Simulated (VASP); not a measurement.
# WC (Pm) in VASP: single point with PBEsol

Aim: the single point of WC with PBEsol.

All numbers are computed with VASP 6.6.1; they aren't measurements. Logs are shortened: lines on timing, memory, paths and dates and some standing lists are left out, and cuts for length are marked.

### 1 The cell of the first run

Symmetry: Pm, No. 6, monoclinic system. Conventional cell: a = 2.901 Å, b = 2.829 Å, c = 2.901 Å, α = 90.00°, β = 120.00°, γ = 90.00°. W (site symmetry m) has 6 C at 2.03 to 2.32 Å within 2.7 Å. Within 2.7 Å of C (site symmetry m) lie 6 W at 2.03 to 2.32 Å.

### 2 Single point, PBEsol (atom 1 (W) moved by (+0.225, +0.000) A along [1 1 0] and z)

INCAR reads:

```
SYSTEM = WC
  PREC = Accurate
  ENCUT = 1300
  EDIFF = 1E-6
  ISMEAR = 0
  SIGMA = 0.15
  LREAL = .FALSE.
  LASPH = .TRUE.
  NELM = 120
  ALGO = Normal
  ISIF = 2
  LWAVE = .FALSE.
  LCHARG = .FALSE.
  GGA = PS
  NBANDS = 16
  GGA_COMPAT = .FALSE.
```

KPOINTS reads:

```
Automatic mesh
0
G
  6 6 6
  0 0 0
```

POSCAR reads:

```
WC
1.0
    2.9005014360      0.0000000000      0.0000000000
   -1.4502507180      2.5119079273      0.0000000000
    0.0000000000      0.0000000000      2.8290000000
W C
1 1
Direct
    0.0865212091      0.0633379210      0.0000000000
    0.6666666667      0.3333333333      0.5000000000
```

Potentials or basis: VASP PAW PBE potentials, release 64 (W_sv, C_h).

On the command line:

```console
cat potpaw_PBE.64/W_sv/POTCAR potpaw_PBE.64/C_h/POTCAR > POTCAR
mpirun -np 1 vasp_std > vasp.out
```

OUTCAR:

```text
SYSTEM = WC
   PREC = Accurate
   ENCUT = 1300
   EDIFF = 1E-6
   ISMEAR = 0
   LREAL = .FALSE.
   LASPH = .TRUE.
   NELM = 120
   ISIF = 2
   GGA = PS

 ion  position               nearest neighbor table
   1  0.087  0.063  0.000-   2 2.03   2 2.03   2 2.25   2 2.25   2 2.32   2 2.32
   2  0.667  0.333  0.500-   1 2.03   1 2.03   1 2.25   1 2.25   1 2.32   1 2.32

  LATTYP: Found a hexagonal cell.
 ALAT       =     2.9005014360
 C/A-ratio  =     0.9753485949

  Lattice vectors:

 A1 = (   2.9005014360,   0.0000000000,   0.0000000000)
 A2 = (  -1.4502507180,   2.5119079273,   0.0000000000)
 A3 = (   0.0000000000,   0.0000000000,   2.8290000000)

Analysis of symmetry for initial positions (statically):
=====================================================================
 Subroutine PRICEL returns:
 Original cell was already a primitive cell.

 Routine SETGRP: Setting up the symmetry group for a
 hexagonal supercell.

 Subroutine GETGRP returns: Found  2 space group operations
 (whereof  2 operations were pure point group operations)
 out of a pool of 24 trial point group operations.

The static configuration has the point symmetry C_1h.

Analysis of symmetry for dynamics (positions and initial velocities):
=====================================================================
 Subroutine PRICEL returns:
 Original cell was already a primitive cell.

 Routine SETGRP: Setting up the symmetry group for a
 hexagonal supercell.

 Subroutine GETGRP returns: Found  2 space group operations
 (whereof  2 operations were pure point group operations)
 out of a pool of 24 trial point group operations.

The dynamic configuration has the point symmetry C_1h.

 Subroutine INISYM returns: Found  2 space group operations
 (whereof  2 operations are pure point group operations),
 and found     1 'primitive' translations

----------------------------------------------------------------------------------------

                                     Primitive cell

  volume of cell :      20.6115

  direct lattice vectors                    reciprocal lattice vectors
     2.900501436  0.000000000  0.000000000     0.344767973  0.199051882  0.000000000
    -1.450250718  2.511907927  0.000000000     0.000000000  0.398103764  0.000000000
     0.000000000  0.000000000  2.829000000     0.000000000  0.000000000  0.353481796

  length of vectors
     2.900501436  2.900501436  2.829000000     0.398103764  0.398103764  0.353481796

  position of ions in fractional coordinates (direct lattice)
     0.086521209  0.063337921  0.000000000
     0.666666667  0.333333333  0.500000000

  ion indices of the primitive-cell ions
   primitive index   ion index
                 1           1
                 2           2

----------------------------------------------------------------------------------------

 KPOINTS: Automatic mesh

Automatic generation of k-mesh.
 Grid dimensions read from file:
 generate k-points for:    6    6    6

 Generating k-lattice:

  Cartesian coordinates                     Fractional coordinates (reciprocal lattice)
     0.057461329  0.033175314  0.000000000     0.166666667 -0.000000000  0.000000000
     0.000000000  0.066350627  0.000000000     0.000000000  0.166666667  0.000000000
     0.000000000  0.000000000  0.058913633     0.000000000  0.000000000  0.166666667

  Length of vectors
     0.066350627  0.066350627  0.058913633

  Shift w.r.t. Gamma in fractional coordinates (k-lattice)
     0.000000000  0.000000000  0.000000000

 Subroutine IBZKPT returns following result:
 ===========================================

 Found     80 irreducible k-points:

 Following reciprocal coordinates:
            Coordinates               Weight
  0.000000  0.000000  0.000000      1.000000
  0.166667 -0.000000  0.000000      2.000000
  0.000000  0.166667  0.000000      2.000000
 -0.166667  0.166667  0.000000      2.000000
  0.333333 -0.000000  0.000000      2.000000
  0.000000  0.333333  0.000000      2.000000
[... 16 lines left out ...]
  0.000000  0.166667  0.166667      4.000000
 -0.166667  0.166667  0.166667      4.000000
 [... further k-points ...]
   k-points           NKPTS =     80   k-points in BZ     NKDIM =     80   number of bands    NBANDS=     16
   number of dos      NEDOS =    301   number of ions     NIONS =      2
   total plane-waves  NPLWV =  46656
   dimension x,y,z NGX =    36 NGY =   36 NGZ =   36
   dimension x,y,z NGXF=    72 NGYF=   72 NGZF=   72
   ions per type =               1   1
   NGX,Y,Z   is equivalent  to a cutoff of  20.63, 20.63, 21.16 a.u.
   NGXF,Y,Z  is equivalent  to a cutoff of  41.27, 41.27, 42.31 a.u.
 SYSTEM =  WC
   PREC   = accura    normal or accurate (medium, high low for compatibility)
   ISTART =      0    job   : 0-new  1-cont  2-samecut
   ICHARG =      2    charge: 1-file 2-atom 10-const
   ISPIN  =      1    spin polarized calculation?
   LNONCOLLINEAR =      F non collinear calculations
   LSORBIT =      F    spin-orbit coupling
   LASPH  =      T    aspherical Exc in radial PAW
   ENCUT  = 1300.0 eV  95.55 Ry    9.77 a.u.   8.53  8.53  8.32*2*pi/ulx,y,z
   NELM   =    120;   NELMIN=  2; NELMDL= -5     # of ELM steps
   EDIFF  = 0.1E-05   stopping-criterion for ELM
   LREAL  =      F    real-space projection
   EDIFFG = 0.1E-04   stopping-criterion for IOM
   NSW    =      0    number of steps for IOM
   IBRION =     -1    ionic relax: 0-MD 1-quasi-New 2-CG
   NFREE  =      0    steps in history (QN), initial steepest desc. (CG)
   ISIF   =      2    stress and relaxation
   ISYM   =      2    0-nonsym 1-usesym 2-fastsym
   POTIM  = 0.5000    time-step for ionic-motion
   TEBEG  =    0.0;   TEEND  =   0.0 temperature during run
   PSTRESS=    0.0 pullay stress
   NELECT =      18.0000    total number of electrons
   NUPDOWN=      -1.0000    fix difference up-down
   EMIN   =  10.00;   EMAX   =-10.00  energy-range for DOS
   EFERMI =   0.00;   METHOD = LEGACY
   ISMEAR =     0;   SIGMA  =   0.15  broadening in eV -4-tet -1-fermi 0-gaus
   EFERMI_NEDOS =   21; number of points for ismear=-14 and -15
   IALGO  =     38    algorithm
   IMIX   =      4    mixing-type and parameters
     AMIX     =   0.40;   BMIX     =  1.00
     AMIX_MAG =   1.60;   BMIX_MAG =  1.00
  volume/ion in A,a.u.               =      10.31        69.55
  Fermi-wavevector in a.u.,A,eV,Ry     =   1.564813  2.957068 33.315762  2.448639
  Thomas-Fermi vector in A             =   2.667381
   LORBIT       =      0    0 simple, 1 ext, 2 COOP (PROOUT), +10 PAW based schemes
   GGA     = PS    functional components
   LHFCALC =     F    Hartree Fock is set to
   AEXX    =    0.0000 exact exchange contribution
   IVDW    =     0    specifies the selected vdW correction
   LEPSILON=     F    determine dielectric tensor
   LRPA    =     F    only Hartree local field effects (RPA)
 non-spin polarized calculation
 Gauss-broadening in eV      SIGMA  =   0.15
  energy-cutoff  :     1300.00
  volume of cell :       20.61
 maximum number of plane-waves:      2236
 NGX is ok and might be reduce to    36
   NGX = 17   NGY = 17   NGZ = 17

 number of electron      18.0000000 magnetization

 Free energy of the ion-electron system (eV)
  ---------------------------------------------------
  ext. energy  EPLUGINS =         0.00000000
  ---------------------------------------------------
  free energy    TOTEN  =       -23.47175088 eV

  energy without entropy =      -23.46528029  energy(sigma->0) =      -23.46851559

 E-fermi :  11.6366     XC(G=0): -13.9892

 val. band max:       11.5810698533   @ k =  -0.1667   0.1667   0.5000
 cond. band min:      11.6437766239   @ k =   0.1667  -0.0000   0.5000
 fundamental gap:      0.0627067706
 Fermi energy:        11.6365890343

 k-point     1 :       0.0000    0.0000    0.0000
  band No.  band energies     occupation
      1     -62.5103      2.00000
      2     -26.5539      2.00000
      3     -26.4038      2.00000
      4     -26.3919      2.00000
      5      -3.1305      2.00000
      6       6.6663      2.00000
[... 8 lines left out ...]
     15      25.6022      0.00000
     16      26.8496      0.00000

 k-point     2 :       0.1667   -0.0000    0.0000
  band No.  band energies     occupation
      1     -62.4950      2.00000
      2     -26.6169      2.00000
      3     -26.5235      2.00000
      4     -26.4534      2.00000
      5      -2.3737      2.00000
      6       6.3973      2.00000
[... 8 lines left out ...]
     15      26.0273      0.00000
     16      28.5660      0.00000

 k-point     3 :       0.0000    0.1667    0.0000
  band No.  band energies     occupation
      1     -62.4953      2.00000
      2     -26.6130      2.00000
      3     -26.5264      2.00000
      4     -26.4473      2.00000
      5      -2.4714      2.00000
      6       6.6053      2.00000
[... 8 lines left out ...]
     15      24.2076      0.00000
     16      28.9081      0.00000

 k-point     4 :      -0.1667    0.1667    0.0000
  band No.  band energies     occupation
      1     -62.4952      2.00000
      2     -26.6213      2.00000
      3     -26.5254      2.00000
      4     -26.4424      2.00000
      5      -2.4356      2.00000
      6       6.5561      2.00000
[... 8 lines left out ...]
     15      24.6089      0.00000
     16      28.3107      0.00000
[... 324 lines left out ...]
 k-point    22 :       0.1667   -0.0000    0.1667
  band No.  band energies     occupation
      1     -62.4843      2.00000
      2     -26.7266      2.00000
      3     -26.5914      2.00000
      4     -26.4365      2.00000
      5      -1.7839      2.00000
      6       6.3877      2.00000
[... 8 lines left out ...]
     15      24.9131      0.00000
     16      29.2710      0.00000

 k-point    23 :       0.0000    0.1667    0.1667
  band No.  band energies     occupation
      1     -62.4845      2.00000
      2     -26.7290      2.00000
      3     -26.5917      2.00000
      4     -26.4268      2.00000
      5      -1.8555      2.00000
      6       6.6825      2.00000
[... 8 lines left out ...]
     15      25.0850      0.00000
     16      29.1011      0.00000

 k-point    24 :      -0.1667    0.1667    0.1667
  band No.  band energies     occupation
      1     -62.4845      2.00000
      2     -26.7281      2.00000
      3     -26.5989      2.00000
      4     -26.4230      2.00000
      5      -1.8284      2.00000
      6       6.6565      2.00000
[... 8 lines left out ...]
     15      25.0499      0.00000
     16      29.1346      0.00000

 [... further k-points ...]
[... 5 lines left out ...]
  --------------------------------------------------------------------------------------
  -------------------------------------------------------------------------------------
  Total        1.7039998      0.0487068      1.8163890      0.9239103      0.0000000      0.0000000
  in kB      132.4556183      3.7860839    141.1918725     71.8175570      0.0000000      0.0000000
  external PRESSURE =      92.4778583 kB  Pullay stress =       0.0000000 kB

 VOLUME and BASIS-vectors are now :
 -----------------------------------------------------------------------------
  energy-cutoff  :     1300.00
  volume of cell :       20.61
      direct lattice vectors                 reciprocal lattice vectors
     2.900501436  0.000000000  0.000000000     0.344767973  0.199051882  0.000000000
    -1.450250718  2.511907927  0.000000000     0.000000000  0.398103764  0.000000000
     0.000000000  0.000000000  2.829000000     0.000000000  0.000000000  0.353481796

 POSITION                                       TOTAL-FORCE (eV/Angst)
 -----------------------------------------------------------------------------------
      0.15910      0.15910      0.00000        -2.993907     -2.424588      0.000000
      1.45025      0.83730      1.41450         2.993907      2.424588      0.000000
 -----------------------------------------------------------------------------------
    total drift:                               -0.000008     -0.000027      0.000000

  FREE ENERGIE OF THE ION-ELECTRON SYSTEM (eV)
  ---------------------------------------------------
  free  energy   TOTEN  =       -23.4717508842 eV

  energy  without entropy=      -23.4652802892  energy(sigma->0) =      -23.46851559
```

Run time: 59 s. Hardware: 1 thread of Intel Xeon Platinum 8259CL at 2.50GHz (Skylake/Cascade Lake), shared host; peak memory 0.28 GiB.

Results:

```yaml
Free_energy: -23.4718 eV
Pressure: 9.2 GPa
Largest_force: 3.853 eV/Å
Band_gap_on_the_k_mesh: zero (bands 9 and 10 overlap by 1.36 eV)
```

Forces in eV/Å, atoms in the order of the input:
```
W   -2.994 -2.425  0.000
C    2.994  2.425  0.000
```

Stress tensor (GPa, compression positive):
```
13.25  7.18  0.00
 7.18  0.38  0.00
 0.00  0.00 14.12
```

Levels at points of the mesh, in eV from the Fermi level:
```tsv
k point	band 6	band 7	band 8	band 9	band 10	band 11	band 12	band 13
(0.00, 0.00, 0.00)	-4.97	-3.83	-2.97	-0.56	3.06	3.27	3.53	6.02
(0.50, 0.00, 0.00)	-8.13	-4.68	-3.99	-0.43	2.22	3.99	4.64	8.61
(0.00, 0.50, 0.00)	-6.91	-4.42	-3.54	-0.28	1.78	4.47	5.05	5.80
(0.50, 0.50, 0.00)	-7.22	-4.64	-3.99	0.17	1.87	4.32	5.00	6.87
(0.00, 0.00, 0.50)	-8.94	-3.51	-1.02	-0.86	-0.76	2.16	3.54	6.32
(0.50, 0.00, 0.50)	-6.19	-4.23	-3.90	-0.63	4.28	5.11	6.47	8.49
(0.00, 0.50, 0.50)	-7.09	-5.32	-4.60	0.59	4.21	5.04	5.75	9.17
(0.50, 0.50, 0.50)	-6.73	-4.99	-4.13	0.08	4.20	5.06	5.11	9.31
```

Caveat: the k points lie up to 0.42 Å⁻¹ apart, too coarse for converged energies and pressures of a metal; the cell differs from its parent crystal (atom 1 (W) moved by (+0.225, +0.000) A along [1 1 0] and z); the PAW data sets were made with another functional, which shifts forces and pressure a little; spin-orbit coupling is left out, which moves the levels of the heavy elements.

The gap in the log of VASP goes by the Fermi energy; the results here count the filled bands.